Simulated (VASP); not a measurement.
# ZnS (P6_3mc) in VASP: notebook, part 2 of 3

VASP 6.6.1. Earlier steps stand in the parts before.

## Step 4: Single point, r2SCAN

This run uses another cell than the first one, of 19.12 Å³/atom, 1.033 times its volume.

File POSCAR:

```
ZnS
1.0
    3.7747860604      0.0000000000      0.0000000000
   -1.8873930302      3.2690606221      0.0000000000
    0.0000000000      0.0000000000      6.1975485585
Zn S
2 2
Direct
    0.3333333333      0.6666666667      0.0004971621
    0.6666666667      0.3333333333      0.5004971621
    0.3333333333      0.6666666667      0.3745028379
    0.6666666667      0.3333333333      0.8745028379
```

File INCAR.step1:

```
SYSTEM = ZnS
ALGO = Normal
EDIFF = 1E-4
ENCUT = 520
GGA = PE
ISMEAR = 0
LASPH = .TRUE.
LCHARG = .FALSE.
LREAL = .FALSE.
LWAVE = .TRUE.
NBANDS = 26
NELM = 80
PREC = Accurate
SIGMA = 0.02
```

File INCAR.step2:

```
SYSTEM = ZnS
ALGO = Normal
EDIFF = 1E-6
ENCUT = 520
ISIF = 2
ISMEAR = 0
ISTART = 1
LASPH = .TRUE.
LCHARG = .FALSE.
LMIXTAU = .TRUE.
LREAL = .FALSE.
LWAVE = .FALSE.
METAGGA = R2SCAN
NBANDS = 26
NELM = 80
PREC = Accurate
SIGMA = 0.02
```

File KPOINTS:

```
k-points
0
G
  6 6 4
  0 0 0
```

Potentials or basis: VASP PAW PBE potentials, release 64 (Zn, S).

Started as:

```bash
$ cat potpaw_PBE.64/Zn/POTCAR potpaw_PBE.64/S/POTCAR > POTCAR
$ cp INCAR.step1 INCAR
$ mpirun -np 1 vasp_std > vasp.out
$ cp INCAR.step2 INCAR
$ mpirun -np 1 vasp_std > vasp.out
```

OUTCAR:

```text
SYSTEM = ZnS
   EDIFF = 1E-6
   ENCUT = 520
   ISIF = 2
   ISMEAR = 0
   ISTART = 1
   LASPH = .TRUE.
   LREAL = .FALSE.
   METAGGA = R2SCAN
   NELM = 80
   PREC = Accurate

 ion  position               nearest neighbor table
   1  0.333  0.667  0.000-   4 2.32   4 2.32   4 2.32   3 2.32
   2  0.667  0.333  0.500-   3 2.32   3 2.32   3 2.32   4 2.32
   3  0.333  0.667  0.375-   2 2.32   2 2.32   2 2.32   1 2.32
   4  0.667  0.333  0.875-   1 2.32   1 2.32   1 2.32   2 2.32

  LATTYP: Found a hexagonal cell.
 ALAT       =     3.7747860604
 C/A-ratio  =     1.6418277644

  Lattice vectors:

 A1 = (   3.7747860604,   0.0000000000,   0.0000000000)
 A2 = (  -1.8873930302,   3.2690606221,   0.0000000000)
 A3 = (   0.0000000000,   0.0000000000,   6.1975485585)

Analysis of symmetry for initial positions (statically):
=====================================================================
 Subroutine PRICEL returns:
 Original cell was already a primitive cell.

 Routine SETGRP: Setting up the symmetry group for a
 hexagonal supercell.

 Subroutine GETGRP returns: Found 12 space group operations
 (whereof  6 operations were pure point group operations)
 out of a pool of 24 trial point group operations.

The static configuration has the point symmetry C_3v.
 The point group associated with its full space group is C_6v.

Analysis of symmetry for dynamics (positions and initial velocities):
=====================================================================
 Subroutine PRICEL returns:
 Original cell was already a primitive cell.

 Routine SETGRP: Setting up the symmetry group for a
 hexagonal supercell.

 Subroutine GETGRP returns: Found 12 space group operations
 (whereof  6 operations were pure point group operations)
 out of a pool of 24 trial point group operations.

The dynamic configuration has the point symmetry C_3v.
 The point group associated with its full space group is C_6v.

[... 116 lines left out ...]
   IMIX   =      4    mixing-type and parameters
     AMIX     =   0.40;   BMIX     =  1.00
     AMIX_MAG =   1.60;   BMIX_MAG =  1.00
  volume/ion in A,a.u.               =      19.12       129.02
  Fermi-wavevector in a.u.,A,eV,Ry     =   1.273495  2.406557 22.065786  1.621790
  Thomas-Fermi vector in A             =   2.406315
   LORBIT       =      0    0 simple, 1 ext, 2 COOP (PROOUT), +10 PAW based schemes
   METAGGA = R2SCAN    functional components
   LHFCALC =     F    Hartree Fock is set to
   AEXX    =    0.0000 exact exchange contribution
   IVDW    =     0    specifies the selected vdW correction
   LEPSILON=     F    determine dielectric tensor
   LRPA    =     F    only Hartree local field effects (RPA)
 non-spin polarized calculation
 Gauss-broadening in eV      SIGMA  =   0.02
  energy-cutoff  :      520.00
  volume of cell :       76.48
 maximum number of plane-waves:      2071
 NGX is ok and might be reduce to    28
   NGX = 13   NGY = 13   NGZ = 23

 number of electron      35.9999969 magnetization

 Free energy of the ion-electron system (eV)
  ---------------------------------------------------
  ext. energy  EPLUGINS =         0.00000000
  ---------------------------------------------------
  free energy    TOTEN  =       -37.70924978 eV

  energy without entropy =      -37.70924978  energy(sigma->0) =      -37.70924978

 E-fermi :   2.2473     XC(G=0): -10.4365

 val. band max:        2.1533414919   @ k =   0.0000   0.0000   0.0000
 cond. band min:       5.0558251187   @ k =   0.0000   0.0000   0.0000
 fundamental gap:      2.9024836268
 Fermi energy:         2.2472834204

 k-point     1 :       0.0000    0.0000    0.0000
  band No.  band energies     occupation
      1     -11.7814      2.00000
      2     -10.7751      2.00000
      3      -4.4876      2.00000
      4      -4.4696      2.00000
      5      -4.4696      2.00000
      6      -4.3740      2.00000
[... 598 lines left out ...]
     25      12.4125      0.00000
     26      12.4125      0.00000

------------------------ aborting loop because EDIFF is reached ----------------------------------------

  FORCE on cell =-STRESS in cart. coord.  units (eV):
  Direction    XX          YY          ZZ          XY          YZ          ZX
  --------------------------------------------------------------------------------------
  -------------------------------------------------------------------------------------
  Total        1.0086929      1.0086929      0.9775844      0.0000000      0.0000000     -0.0000000
  in kB       21.1316934     21.1316934     20.4799839      0.0000000      0.0000000     -0.0000000
  external PRESSURE =      20.9144569 kB  Pullay stress =       0.0000000 kB

 VOLUME and BASIS-vectors are now :
 -----------------------------------------------------------------------------
  energy-cutoff  :      520.00
  volume of cell :       76.48
      direct lattice vectors                 reciprocal lattice vectors
     3.774786060  0.000000000  0.000000000     0.264915676  0.152949137  0.000000000
    -1.887393030  3.269060622  0.000000000     0.000000000  0.305898273  0.000000000
     0.000000000  0.000000000  6.197548559     0.000000000  0.000000000  0.161354121

 POSITION                                       TOTAL-FORCE (eV/Angst)
 -----------------------------------------------------------------------------------
     -0.00000      2.17937      0.00308         0.000000     -0.000000      0.005267
      1.88739      1.08969      3.10186         0.000000      0.000000      0.005267
     -0.00000      2.17937      2.32100        -0.000000     -0.000000     -0.005267
      1.88739      1.08969      5.41977        -0.000000     -0.000000     -0.005267
 -----------------------------------------------------------------------------------
    total drift:                               -0.000000     -0.000000      0.021798

  FREE ENERGIE OF THE ION-ELECTRON SYSTEM (eV)
  ---------------------------------------------------
  free  energy   TOTEN  =       -37.7092497791 eV

  energy  without entropy=      -37.7092497791  energy(sigma->0) =      -37.70924978
```

Run time: 80 s. Hardware: 1 thread of Intel Xeon 6975P-C (Granite Rapids), shared host; peak memory 0.21 GiB.

Results:

- Free energy: -37.7092 eV
- Pressure: 2.1 GPa
- Largest force: 0.005 eV/Å
- Band gap on the k mesh: 2.90 eV, direct

Forces on the atoms (eV/Å):
```
Zn   0.000  0.000  0.005
Zn   0.000  0.000  0.005
S    0.000  0.000 -0.005
S    0.000  0.000 -0.005
```

Caveat: the PAW data sets were made with another functional, which shifts forces and pressure a little. r2SCAN opens gaps a little over a GGA but as a rule still falls short of measured ones.

## Step 5: Single point, r2SCAN

This run uses another cell than the first one, of 20.13 Å³/atom, 1.088 times its volume.

File POSCAR:

```
ZnS
1.0
    3.8419775448      0.0000000000      0.0000000000
   -1.9209887724      3.3272501546      0.0000000000
    0.0000000000      0.0000000000      6.2978739412
Zn S
2 2
Direct
    0.3333333333      0.6666666667      0.0002314700
    0.6666666667      0.3333333333      0.5002314700
    0.3333333333      0.6666666667      0.3747685300
    0.6666666667      0.3333333333      0.8747685300
```

File INCAR.step1:

```
SYSTEM = ZnS
ALGO = Normal
EDIFF = 1E-4
ENCUT = 520
GGA = PE
ISMEAR = 0
LASPH = .True.
LCHARG = .False.
LREAL = .False.
LWAVE = .True.
NBANDS = 26
NELM = 100
PREC = Accurate
SIGMA = 0.02
```

File INCAR.step2:

```
SYSTEM = ZnS
ALGO = Normal
EDIFF = 1E-6
ENCUT = 520
ISIF = 2
ISMEAR = 0
ISTART = 1
LASPH = .True.
LCHARG = .True.
LELF = .True.
LMIXTAU = .True.
LREAL = .False.
LVHAR = .True.
LWAVE = .False.
METAGGA = R2SCAN
NBANDS = 26
NELM = 100
PREC = Accurate
SIGMA = 0.02
```

File KPOINTS:

```
k-points
0
Gamma
  6 6 4
  0 0 0
```

Started as:

```bash
$ cat potpaw_PBE.64/Zn/POTCAR potpaw_PBE.64/S/POTCAR > POTCAR
$ cp INCAR.step1 INCAR
$ mpirun -np 1 vasp_std > vasp.out
$ cp INCAR.step2 INCAR
$ mpirun -np 1 vasp_std > vasp.out
```

It took 82 s on 1 thread of Intel Xeon 6975P-C (Granite Rapids), shared host; peak memory 0.22 GiB.

Results (log left out):

| Quantity | Value |
| --- | --- |
| Free energy | -37.7075 eV |
| Pressure | -1.9 GPa |
| Largest force | 0.011 eV/Å |
| Band gap on the k mesh | 2.66 eV, direct |

Forces on the atoms (eV/Å):
```
Zn   0.000  0.000 -0.011
Zn   0.000  0.000 -0.011
S    0.000  0.000  0.011
S    0.000  0.000  0.011
```

Levels at points of the mesh, in eV from the valence-band top:
| k point | band 15 | band 16 | band 17 | band 18 | band 19 | band 20 | band 21 | band 22 |
| --- | --- | --- | --- | --- | --- | --- | --- | --- |
| (0.00, 0.00, 0.00) | -0.88 | -0.08 | 0.00 | 0.00 | 2.66 | 3.56 | 6.82 | 6.82 |
| (0.50, 0.00, 0.00) | -3.22 | -2.21 | -1.64 | -0.87 | 4.06 | 4.70 | 5.48 | 7.39 |
| (0.00, 0.00, 0.50) | -0.46 | -0.46 | -0.46 | -0.46 | 4.02 | 4.02 | 7.27 | 7.27 |
| (0.50, 0.00, 0.50) | -1.61 | -1.61 | -1.59 | -1.59 | 3.96 | 3.96 | 5.67 | 5.67 |

Caveat: the PAW data sets were made with another functional, which shifts forces and pressure a little.

## Step 6: Single point, r2SCAN

This run uses another cell than the first one, of 20.13 Å³/atom, 1.088 times its volume.

POSCAR is that of step 5.

File INCAR.step1:

```
  PREC = Accurate
  ENCUT = 520
  ISMEAR = 0
  SIGMA = 0.02
  LREAL = F
  LASPH = T
  NELM = 80
  NBANDS = 26
  GGA = PE
  ALGO = Normal
  EDIFF = 1E-4
  LWAVE = T
  LCHARG = F
```

File INCAR.step2:

```
  PREC = Accurate
  ENCUT = 520
  EDIFF = 1E-7
  ISMEAR = 0
  SIGMA = 0.02
  LREAL = F
  LASPH = T
  NELM = 80
  ALGO = Normal
  ISIF = 2
  LWAVE = F
  LCHARG = F
  METAGGA = R2SCAN
  LMIXTAU = T
  NBANDS = 26
  ISTART = 1
```

File KPOINTS:

```
Automatic mesh
0
Gamma
  6 6 4
```

Potentials or basis: VASP PAW PBE potentials, release 64 (Zn, S).

Started as:

```bash
$ cat potpaw_PBE.64/Zn/POTCAR potpaw_PBE.64/S/POTCAR > POTCAR
$ cp INCAR.step1 INCAR
$ mpirun -np 1 vasp_std > vasp.out
$ cp INCAR.step2 INCAR
$ mpirun -np 1 vasp_std > vasp.out
```

Run time: 87 s. Hardware: 1 thread of Intel Xeon 6975P-C (Granite Rapids), shared host; peak memory 0.22 GiB.

Results (log left out):

| Item | Value |
| --- | --- |
| Free energy | -37.7075 eV |
| Pressure | -2.0 GPa |
| Largest force | 0.011 eV/Å |
| Band gap on the k mesh | 2.66 eV, direct |

Forces on the atoms (eV/Å):
```
Zn   0.000  0.000 -0.011
Zn   0.000  0.000 -0.011
S    0.000  0.000  0.011
S    0.000  0.000  0.011
```

Levels at points of the mesh, in eV from the valence-band top:
```csv
k point,band 15,band 16,band 17,band 18,band 19,band 20,band 21,band 22
"(0.00, 0.00, 0.00)",-0.88,-0.08,0.00,0.00,2.66,3.56,6.82,6.82
"(0.50, 0.00, 0.00)",-3.22,-2.21,-1.64,-0.87,4.06,4.70,5.48,7.39
"(0.00, 0.00, 0.50)",-0.46,-0.46,-0.46,-0.46,4.02,4.02,7.27,7.27
"(0.50, 0.00, 0.50)",-1.61,-1.61,-1.59,-1.59,3.96,3.96,5.67,5.67
```

Caveat: the PAW data sets were made with another functional, which shifts forces and pressure a little. r2SCAN opens gaps a little over a GGA but as a rule still falls short of measured ones.

[end of part 2 of 3]
